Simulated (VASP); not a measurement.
Re:

```
CELL_PARAMETERS angstrom
2.50508 0.00000 0.00000
0.00000 2.50508 0.00000
0.00000 0.00000 2.50508
ATOMIC_POSITIONS crystal
Re 0.00000 0.00000 0.00000
```

| Quantity | Value |
| --- | --- |
| Program | VASP 6.6.1 |
| Task | relaxation of cell and atoms |
| Functional | PBEsol |
| Potentials or basis | VASP PAW PBE potentials, release 64 (Re) |
| Cutoff | 600 eV |
| k mesh | 15 × 15 × 15 |
| Occupations | fermi-dirac, width 0.1 eV |
| Spin | no spin polarisation |

At the start: pressure 16.9 GPa; volume 15.72 Å³/atom.

Task: How do energy, volume and symmetry change on relaxing?

Result: Over 4 steps the energy falls by 42.9 meV/atom and the volume is 16.58 Å³/atom (+5.5 %); space group Pm-3m (No. 221, to 0.05 Å).

Step by step:
```csv
step,energy change (eV),largest force (eV/Å),pressure (GPa),volume (Å³)
1,0.0000,0.0000,16.85,15.72
2,0.3558,0.0000,-33.80,19.79
3,-0.0427,0.0000,-1.22,16.65
4,-0.0429,0.0000,-0.02,16.58
```

Final structure:
```cif
data_structure
_symmetry_space_group_name_H-M 'P 1'
_symmetry_Int_Tables_number 1
_cell_length_a 2.5499
_cell_length_b 2.5499
_cell_length_c 2.5499
_cell_angle_alpha 90.000
_cell_angle_beta 90.000
_cell_angle_gamma 90.000
_cell_volume 16.58
loop_
_atom_site_label
_atom_site_type_symbol
_atom_site_fract_x
_atom_site_fract_y
_atom_site_fract_z
_atom_site_occupancy
Re1 Re 0.00000 0.00000 0.00000 1
```

Caveat: the PAW data sets were made with another functional, which shifts forces and pressure a little.
